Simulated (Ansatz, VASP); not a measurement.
# Two plane-wave programs on As

Contents of INCAR:

```
  ALGO = Normal
  DIPOL = 0.5 0.5 0.407
  EDIFF = 1E-6
  ENCUT = 400
  GGA = PE
  GGA_COMPAT = F
  IDIPOL = 3
  ISIF = 2
  ISMEAR = 0
  IVDW = 12
  LASPH = T
  LCHARG = F
  LDIPOL = T
  LREAL = F
  LWAVE = F
  NBANDS = 38
  NELM = 120
  NELMDL = -8
  PREC = Accurate
  SIGMA = 0.05
```

KPOINTS

```
k-points
0
Gamma
  9 9 1
```

Contents of POSCAR:

```
As
1.0
    3.5713380906      0.0000000000      0.0000000000
   -1.7856690453      3.0928695120      0.0000000000
    0.0000000000      0.0000000000     20.2952802043
As
4
Direct
    0.3333333333      0.6666666667      0.2905917062
    0.6666666667      0.3333333333      0.2217264287
    1.0000000000      0.3333333333      0.5920233711
    0.6666666667      0.6666666667      0.5231580937
```

Input for Ansatz:

```yaml
crystal:
  lattice:
    - [3.5713380906, 0.0, 0.0]
    - [-1.7856690453, 3.092869512, 0.0]
    - [0.0, 0.0, 20.2952802043]
  atoms:
    - { symbol: As, position: [0.3333333333, 0.6666666667, 0.2905917062] }
    - { symbol: As, position: [0.6666666667, 0.3333333333, 0.2217264287] }
    - { symbol: As, position: [1.0, 0.3333333333, 0.5920233711] }
    - { symbol: As, position: [0.6666666667, 0.6666666667, 0.5231580937] }
basis:
  ecutwfc: 420
kpoints:
  mp_grid: { grid: [9, 9, 1] }
hamiltonian:
  xc: pbe
  dispersion: d3bj
scf:
  occupations: { method: gaussian, width: 0.05 }
output:
  forces: true
  eigenvalues: true
efield:
  axis: 3
  dipole_correction: true
  ramp_width: 0.04
```

Alike in both runs: task single point; functional PBE; dispersion D3(BJ); k mesh 9 × 9 × 1; occupations gaussian, width 0.05 eV; no spin polarisation.

|  | VASP | Ansatz |
| --- | --- | --- |
| version | VASP 6.6.1 | Ansatz 0.2.0 |
| potentials or method | VASP PAW PBE potentials, release 64 (As_d), cutoff 400 eV | scalar-relativistic, plane waves, PAW |
| valence electrons in the cell | 60 | 60 |

VASP gave:

| Quantity | Value |
| --- | --- |
| gap on the k mesh at the Fermi level (eV) | 1.43 |
| least direct gap on the mesh (eV) | 1.95 |
| rms of the force components (eV/Å) | 0.032 |

Q: Estimate Ansatz's values.

A: gap on the k mesh at the Fermi level (eV): 1.43; least direct gap on the mesh (eV): 1.95; rms of the force components (eV/Å): 0.021.

Atom by atom the forces differ by 0.014 eV/Å (rms over components).
